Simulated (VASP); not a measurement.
Write the native input for VASP 6.6.1 that does the following.

| Quantity | Value |
| --- | --- |
| Task | relaxation of shape and atoms at fixed volume |
| Functional | PBE |
| Potentials or basis | VASP PAW PBE potentials, release 64 (Sn_d, Se) |
| Cutoff | 600 eV |
| k mesh | 12 × 12 × 4 |
| Occupations | gaussian, width 0.02 eV |
| Spin | no spin polarisation |
| Dipole correction | no |
| Further INCAR settings | ALGO = Normal; EDIFF = 1e-06; IBRION = 2; EDIFFG = -0.01; NSW = 50; ISIF = 4 |

The structure of SnSe2 lies in POSCAR:

```
SnSe2
1.0
    3.8209884138      0.0000000000      0.0000000000
   -1.9104942069      3.3090730339      0.0000000000
    0.0000000000      0.0000000000      6.5292245545
Sn Se
1 2
Direct
    0.0000000000      0.0000000000      0.0000000000
    0.3333333333      0.6666666667      0.2419371998
    0.6666666667      0.3333333333      0.7580628002
```

One way to write it, as run:

INCAR

```
SYSTEM = SnSe2
ALGO     = Normal         ! electronic algorithm
EDIFF    = 1E-6           ! SCF threshold, eV
EDIFFG   = -0.01          ! ionic threshold
ENCUT    = 600            ! plane-wave cutoff, eV
GGA      = PE             ! functional
IBRION   = 2              ! ionic algorithm
ISIF     = 4              ! what is computed and relaxed
ISMEAR   = 0              ! smearing method
LASPH    = .True.         ! aspherical terms in the spheres
LCHARG   = .False.        ! write CHGCAR
LREAL    = .False.        ! projectors in reciprocal space
LWAVE    = .False.        ! write WAVECAR
NELM     = 60             ! most SCF steps
NSW      = 50             ! ionic steps
PREC     = Accurate       ! precision mode
SIGMA    = 0.02           ! smearing width, eV
```

KPOINTS

```
k-points
0
Gamma
  12 12 4
  0 0 0
```

Potentials or basis: VASP PAW PBE potentials, release 64 (Sn_d, Se).

Command:

```console
$ cat potpaw_PBE.64/Sn_d/POTCAR potpaw_PBE.64/Se/POTCAR > POTCAR
$ mpirun -np 1 vasp_std > vasp.out
```

It gave:

- Energy gained by relaxing: 5.2 meV/atom
- Ionic steps: 8
- Pressure after relaxing: 0.7 GPa
- Band gap on the k mesh: 0.70 eV (least direct gap 1.11 eV)

Caveat: semilocal functionals underestimate gaps, and a narrow one can read as zero; spin-orbit coupling is left out, which moves the levels of the heavy elements; this functional lacks dispersion, which binds layers or chains, so the pressure and a relaxed spacing across them are unreliable.

Wall time 3.6 min on 1 thread of Intel(R) Xeon(R) Platinum 8559C (Emerald Rapids) (shared host), peak memory 0.31 GiB.
